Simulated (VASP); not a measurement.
A run of VASP 6.6.1 is set up as follows.

POSCAR

```
Mg
1.0
    3.2032638619      0.0000000000      0.0000000000
   -1.6016319309      2.7741078794      0.0000000000
    0.0000000000      0.0000000000      5.1488479040
Mg
2
Direct
    0.3333333333      0.6666666667      0.7500000000
    0.6666666667      0.3333333333      0.2500000000
```

Contents of INCAR.step1:

```
SYSTEM = Mg
PREC = Accurate
ENCUT = 520
ISMEAR = 0
SIGMA = 0.05
LREAL = .False.
LASPH = .True.
NELM = 80
NBANDS = 9
GGA = PE
ALGO = Normal
EDIFF = 1E-4
LWAVE = .True.
LCHARG = .False.
```

Contents of INCAR.step2:

```
SYSTEM = Mg
PREC = Accurate
ENCUT = 520
EDIFF = 1E-7
ISMEAR = 0
SIGMA = 0.05
LREAL = .False.
LASPH = .True.
NELM = 80
ALGO = Normal
ISIF = 2
LWAVE = .False.
LCHARG = .True.
METAGGA = R2SCAN
LMIXTAU = .True.
LELF = .True.
LVHAR = .True.
NBANDS = 9
ISTART = 1
```

KPOINTS

```
Automatic mesh
0
Gamma
  16 16 8
  0 0 0
```

Potentials or basis: VASP PAW PBE potentials, release 64 (Mg).

Command:

```bash
$ cat potpaw_PBE.64/Mg/POTCAR > POTCAR
$ cp INCAR.step1 INCAR
$ mpirun -np 1 vasp_std > vasp.out
$ cp INCAR.step2 INCAR
$ mpirun -np 1 vasp_std > vasp.out
```

(1) What does it give for the pressure?

(2) What does it give for the band gap on the k mesh?

Answers

(1) -0.8 GPa.

(2) zero (bands 2 and 3 overlap by 2.11 eV).

Caveat: the PAW data sets were made with another functional, which shifts forces and pressure a little.
